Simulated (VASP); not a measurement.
Here is a VASP 6.6.1 calculation.

The input INCAR:

```
PREC = Accurate ; ENCUT = 520
EDIFF = 1E-7 ; ISMEAR = 0
SIGMA = 0.1 ; LREAL = F
LASPH = T ; NELM = 100
ALGO = Normal ; ISIF = 2
LWAVE = F ; LCHARG = F
GGA = PE ; NBANDS = 41
```

File KPOINTS:

```
Automatic mesh
0
Gamma
  15 15 4
```

The input POSCAR:

```
AlCr2C
1.0
    2.8413251183      0.0000000000      0.0000000000
   -1.4206625592      2.4606597329      0.0000000000
    0.0000000000      0.0000000000     12.6987803694
Al Cr C
2 4 2
Direct
    0.6666666667      0.3333333333      0.2500000000
    0.3333333333      0.6666666667      0.7500000000
    0.3333333333      0.6666666667      0.4157763001
    0.6666666667      0.3333333333      0.9157763001
    0.6666666667      0.3333333333      0.5842236999
    0.3333333333      0.6666666667      0.0842236999
    0.0000000000      0.0000000000      0.5000000000
    0.0000000000      0.0000000000      0.0000000000
```

Potentials or basis: VASP PAW PBE potentials, release 64 (Al, Cr_pv, C).

Command:

```sh
$ cat potpaw_PBE.64/Al/POTCAR potpaw_PBE.64/Cr_pv/POTCAR potpaw_PBE.64/C/POTCAR > POTCAR
$ mpirun -np 1 vasp_std > vasp.out
```

Q: Estimate the pressure.

A: 0.1 GPa.

Q: What does it give for the largest force?

A: 0.043 eV/Å.

Stress tensor (GPa, compression positive):
```
 0.15  0.00  0.00
 0.00  0.15  0.00
 0.00  0.00 -0.01
```

Caveat: the run has no spin polarisation, though such a crystal can be magnetic. Spin polarisation is off, so any magnetic state and its effect on volume and gap are missing.
